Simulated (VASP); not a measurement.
# ZnS in VASP: a series of runs, part 2 of 2

VASP 6.6.1.

## (3) Single point, PBE (20.11 Å³/atom)

This run uses another cell than the first one, of 20.11 Å³/atom.

The input, INCAR:

```
SYSTEM = ZnS
ALGO = Normal ; EDIFF = 1E-6
ENCUT = 520 ; GGA = PE
ISIF = 2 ; ISMEAR = -1
LASPH = .TRUE. ; LCHARG = .FALSE.
LREAL = Auto ; LWAVE = .FALSE.
NBANDS = 86 ; NELM = 100
PREC = Accurate ; SIGMA = 0.02
```

The input, KPOINTS:

```
k-points
0
G
  8 8 2
  0 0 0
```

The input, POSCAR:

```
ZnS
1.0
    3.8452987505      0.0000000000      0.0000000000
   -1.9226493753      3.3301264031      0.0000000000
    0.0000000000      0.0000000000     25.1253028306
Zn S
8 8
Direct
    0.0000000000      0.0000000000      0.0000026567
    0.0000000000      0.0000000000      0.5000026567
    0.3333333333      0.6666666667      0.1249281714
    0.6666666667      0.3333333333      0.6249281714
    0.3333333333      0.6666666667      0.3750898986
    0.6666666667      0.3333333333      0.8750898986
    0.3333333333      0.6666666667      0.7500146005
    0.6666666667      0.3333333333      0.2500146005
    0.0000000000      0.0000000000      0.0937606621
    0.0000000000      0.0000000000      0.5937606621
    0.3333333333      0.6666666667      0.2186851917
    0.6666666667      0.3333333333      0.7186851917
    0.3333333333      0.6666666667      0.4688336000
    0.6666666667      0.3333333333      0.9688336000
    0.3333333333      0.6666666667      0.8438852190
    0.6666666667      0.3333333333      0.3438852190
```

Potentials or basis: VASP PAW PBE potentials, release 64 (Zn, S).

Run with:

```console
cat potpaw_PBE.64/Zn/POTCAR potpaw_PBE.64/S/POTCAR > POTCAR
mpirun -np 1 vasp_std > vasp.out
```

OUTCAR:

```text
SYSTEM = ZnS
   EDIFF = 1E-6
   ENCUT = 520
   GGA = PE
   ISIF = 2
   ISMEAR = -1
   LASPH = .TRUE.
   LREAL = Auto
   NELM = 100
   PREC = Accurate

 ion  position               nearest neighbor table
   1  0.000  0.000  0.000-  14 2.35  14 2.35  14 2.35   9 2.36
   2  0.000  0.000  0.500-  13 2.35  13 2.35  13 2.35  10 2.36
   3  0.333  0.667  0.125-   9 2.35   9 2.35   9 2.35  11 2.36
   4  0.667  0.333  0.625-  10 2.35  10 2.35  10 2.35  12 2.36
   5  0.333  0.667  0.375-  16 2.35  16 2.35  16 2.35  13 2.36
   6  0.667  0.333  0.875-  15 2.35  15 2.35  15 2.35  14 2.36
[... 8 lines left out ...]
  15  0.333  0.667  0.844-   6 2.35   6 2.35   6 2.35   7 2.36
  16  0.667  0.333  0.344-   5 2.35   5 2.35   5 2.35   8 2.36

  LATTYP: Found a hexagonal cell.
 ALAT       =     3.8452987505
 C/A-ratio  =     6.5340314136

  Lattice vectors:

 A1 = (   3.8452987505,   0.0000000000,   0.0000000000)
 A2 = (  -1.9226493753,   3.3301264031,   0.0000000000)
 A3 = (   0.0000000000,   0.0000000000,  25.1253028306)

Analysis of symmetry for initial positions (statically):
=====================================================================
 Subroutine PRICEL returns:
 Original cell was already a primitive cell.

 Routine SETGRP: Setting up the symmetry group for a
 hexagonal supercell.

 Subroutine GETGRP returns: Found 12 space group operations
 (whereof  6 operations were pure point group operations)
 out of a pool of 24 trial point group operations.

The static configuration has the point symmetry C_3v.
 The point group associated with its full space group is C_6v.

Analysis of symmetry for dynamics (positions and initial velocities):
=====================================================================
 Subroutine PRICEL returns:
 Original cell was already a primitive cell.

[... 153 lines left out ...]
  Fermi-wavevector in a.u.,A,eV,Ry     =   1.252261  2.366431 21.336090  1.568158
  Thomas-Fermi vector in A             =   2.386170
   LORBIT       =      0    0 simple, 1 ext, 2 COOP (PROOUT), +10 PAW based schemes
   GGA     = PE    functional components
   LHFCALC =     F    Hartree Fock is set to
   AEXX    =    0.0000 exact exchange contribution
   IVDW    =     0    specifies the selected vdW correction
   LEPSILON=     F    determine dielectric tensor
   LRPA    =     F    only Hartree local field effects (RPA)
 non-spin polarized calculation
  energy-cutoff  :      520.00
  volume of cell :      321.74
 maximum number of plane-waves:      8714
 NGX is ok and might be reduce to    30
   NGX = 15   NGY = 15   NGZ = 93

 number of electron     144.0000068 magnetization

 Free energy of the ion-electron system (eV)
  ---------------------------------------------------
  ext. energy  EPLUGINS =         0.00000000
  ---------------------------------------------------
  free energy    TOTEN  =       -54.81292595 eV

  energy without entropy =      -54.81292595  energy(sigma->0) =      -54.81292595

 E-fermi :   2.3370     XC(G=0):  -9.5387

 val. band max:        1.9324643157   @ k =   0.0000   0.0000   0.0000
 cond. band min:       3.9815219296   @ k =   0.0000   0.0000   0.0000
 fundamental gap:      2.0490576139
 Fermi energy:         2.3370171588

 k-point     1 :       0.0000    0.0000    0.0000
  band No.  band energies     occupation
      1     -11.0809      2.00000
      2     -10.9706      2.00000
      3     -10.9646      2.00000
      4     -10.6747      2.00000
      5     -10.6704      2.00000
      6     -10.3430      2.00000
[... 1729 lines left out ...]
     83       7.8599      0.00000
     84       7.8599      0.00000
 [bands above 84 left out]

------------------------ aborting loop because EDIFF is reached ----------------------------------------

  FORCE on cell =-STRESS in cart. coord.  units (eV):
  Direction    XX          YY          ZZ          XY          YZ          ZX
  --------------------------------------------------------------------------------------
  -------------------------------------------------------------------------------------
  Total        1.1655739      1.1655739      1.2646741     -0.0000000      0.0000000      0.0000000
  in kB        5.8042791      5.8042791      6.2977746     -0.0000000      0.0000000      0.0000000
  external PRESSURE =       5.9687776 kB  Pullay stress =       0.0000000 kB

 VOLUME and BASIS-vectors are now :
 -----------------------------------------------------------------------------
  energy-cutoff  :      520.00
  volume of cell :      321.74
      direct lattice vectors                 reciprocal lattice vectors
     3.845298751  0.000000000  0.000000000     0.260057817  0.150144451  0.000000000
    -1.922649375  3.330126403  0.000000000     0.000000000  0.300288902  0.000000000
     0.000000000  0.000000000 25.125302831     0.000000000  0.000000000  0.039800515

 POSITION                                       TOTAL-FORCE (eV/Angst)
 -----------------------------------------------------------------------------------
      0.00000      0.00000      0.00007         0.000000     -0.000000      0.004231
      0.00000      0.00000     12.56272        -0.000000      0.000000      0.004231
     -0.00000      2.22008      3.13886         0.000000      0.000000      0.004120
      1.92265      1.11004     15.70151        -0.000000     -0.000000      0.004120
     -0.00000      2.22008      9.42425        -0.000000     -0.000000      0.006789
      1.92265      1.11004     21.98690         0.000000     -0.000000      0.006789
[... 8 lines left out ...]
     -0.00000      2.22008     21.20287        -0.000000      0.000000      0.004186
      1.92265      1.11004      8.64022         0.000000     -0.000000      0.004186
 -----------------------------------------------------------------------------------
    total drift:                               -0.000001     -0.000001      0.011208

  FREE ENERGIE OF THE ION-ELECTRON SYSTEM (eV)
  ---------------------------------------------------
  free  energy   TOTEN  =       -54.8129259489 eV

  energy  without entropy=      -54.8129259489  energy(sigma->0) =      -54.81292595
```

It took 25 min on 1 thread of Intel Xeon Platinum 8259CL at 2.50GHz (Skylake/Cascade Lake), shared host; peak memory 0.61 GiB.

What came out:

```
Free energy            : -54.8129 eV
Pressure               : 0.6 GPa
Largest force          : 0.011 eV/Å
Band gap on the k mesh : 2.05 eV
```

Forces on the atoms (eV/Å):
```
Zn   0.000  0.000  0.004
Zn   0.000  0.000  0.004
Zn   0.000  0.000  0.004
Zn   0.000  0.000  0.004
Zn   0.000  0.000  0.007
Zn   0.000  0.000  0.007
Zn   0.000  0.000  0.001
Zn   0.000  0.000  0.001
S    0.000  0.000 -0.004
S    0.000  0.000 -0.004
S    0.000  0.000 -0.011
S    0.000  0.000 -0.011
S    0.000  0.000 -0.005
S    0.000  0.000 -0.005
S    0.000  0.000  0.004
S    0.000  0.000  0.004
```

Levels at points of the mesh, in eV from the valence-band top:
```csv
k point,band 70,band 71,band 72,band 73,band 74,band 75
"(0.00, 0.00, 0.00)",-0.01,0.00,0.00,2.05,2.85,2.93
"(0.50, 0.00, 0.00)",-1.06,-0.98,-0.84,3.31,3.38,3.70
"(0.00, 0.00, 0.50)",-0.04,-0.04,-0.04,2.35,2.35,3.22
"(0.50, 0.00, 0.50)",-1.09,-0.90,-0.90,3.44,3.44,3.61
```

## (4) Single point, PBE (x stretched by +3 %, then relaxed in part)

The input, INCAR:

```
ALGO = Normal ; EDIFF = 1E-7
ENCUT = 520 ; GGA = PE
ISIF = 2 ; ISMEAR = -1
LASPH = T ; LCHARG = F
LREAL = Auto ; LWAVE = F
NBANDS = 86 ; NELM = 80
PREC = Accurate ; SIGMA = 0.02
```

The input, KPOINTS:

```
k-points
0
Gamma
  8 8 2
```

The input, POSCAR:

```
ZnS
1.0
    3.9346000000      0.0000000000      0.0000000000
   -1.9673000000      3.3082170425      0.0000000000
    0.0000000000      0.0000000000     24.9600000000
Zn S
8 8
Direct
   -0.0024114422     -0.0048228845     -0.0002855299
    0.0024114422      0.0048228845      0.4997144701
    0.3358825377      0.6717650753      0.1246184988
    0.6641174623      0.3282349247      0.6246184988
    0.3412488700      0.6824977400      0.3748305790
    0.6587511300      0.3175022600      0.8748305790
    0.3256533549      0.6513067098      0.7497197721
    0.6743466451      0.3486932902      0.2497197721
   -0.0010512797     -0.0021025593      0.0940354316
    0.0010512797      0.0021025593      0.5940354316
    0.3374132112      0.6748264224      0.2189349004
    0.6625867888      0.3251735776      0.7189349004
    0.3393757341      0.6787514683      0.4691291004
    0.6606242659      0.3212485317      0.9691291004
    0.3217139184      0.6434278368      0.8442172476
    0.6782860816      0.3565721632      0.3442172476
```

Run with:

```console
cat potpaw_PBE.64/Zn/POTCAR potpaw_PBE.64/S/POTCAR > POTCAR
mpirun -np 1 vasp_std > vasp.out
```

It took 54 min on 1 thread of Oxide Virtual Turin-like, shared host; peak memory 0.84 GiB.

The run converged. Its results:

* Free energy: -54.7709 eV
* Pressure: -0.2 GPa
* Largest force: 0.006 eV/Å
* Band gap on the k mesh: 1.97 eV

Forces in eV/Å, atoms in the order of the input:
```
Zn   0.000  0.001 -0.004
Zn   0.000 -0.001 -0.004
Zn   0.000  0.003 -0.004
Zn   0.000 -0.003 -0.004
Zn   0.000  0.002 -0.002
Zn   0.000 -0.002 -0.002
Zn   0.000 -0.004  0.001
Zn   0.000  0.004  0.001
S    0.000 -0.002  0.005
S    0.000  0.002  0.005
S    0.000  0.002  0.001
S    0.000 -0.002  0.001
S    0.000  0.005  0.003
S    0.000 -0.005  0.003
S    0.000 -0.001  0.000
S    0.000  0.001  0.000
```

Stress tensor (GPa, compression positive):
```
-1.57  0.00  0.00
 0.00  0.32  0.00
 0.00  0.00  0.78
```

Levels at points of the mesh, in eV from the valence-band top:
| k point | band 68 | band 69 | band 70 | band 71 | band 72 | band 73 | band 74 | band 75 | band 76 | band 77 |
| --- | --- | --- | --- | --- | --- | --- | --- | --- | --- | --- |
| (0.00, 0.00, 0.00) | -0.14 | -0.13 | -0.11 | 0.00 | 0.00 | 1.97 | 2.75 | 2.83 | 3.02 | 3.08 |
| (0.50, 0.00, 0.00) | -1.21 | -1.04 | -1.03 | -0.96 | -0.81 | 3.34 | 3.42 | 3.72 | 3.87 | 3.92 |
| (0.00, 0.50, 0.00) | -1.22 | -1.21 | -1.19 | -0.99 | -0.93 | 3.17 | 3.27 | 3.42 | 3.58 | 3.67 |
| (0.00, 0.00, 0.50) | -0.28 | -0.15 | -0.15 | -0.04 | -0.04 | 2.26 | 2.26 | 3.04 | 3.04 | 3.16 |
| (0.50, 0.00, 0.50) | -1.26 | -1.07 | -1.07 | -0.87 | -0.87 | 3.47 | 3.47 | 3.64 | 3.64 | 3.95 |
| (0.00, 0.50, 0.50) | -1.45 | -1.05 | -1.05 | -1.04 | -1.04 | 3.28 | 3.28 | 3.43 | 3.43 | 3.69 |

Caveat: the cell differs from its parent crystal (x stretched by +3 %, then relaxed in part).

## (5) Overview

```tsv
cell	gap on the mesh (eV)	pressure (GPa)	largest force (eV/Å)
a = 3.794, b = 3.794, c = 24.792 Å, angles 90.0, 90.0, 120.0°, 16 atoms, atomic positions A	2.23	3.5	0.01
a = 3.845, b = 3.845, c = 25.125 Å, angles 90.0, 90.0, 120.0°, 16 atoms, atomic positions A	2.05	0.6	0.01
a = 3.935, b = 3.849, c = 24.960 Å, angles 90.0, 90.0, 120.7°, 16 atoms, atomic positions B	1.97	-0.2	0.01
```

Alike in all rows: task single point; level PBE; potentials or basis VASP PAW PBE potentials, release 64 (Zn, S); no spin polarisation; k mesh 8 × 8 × 2; cutoff (eV) 520; smearing fermi-dirac 0.02 eV.

Caveats: the cell stands under pressure (at least some runs).

Total energies depend on the potentials used, so only differences within one code and one set of settings carry meaning.
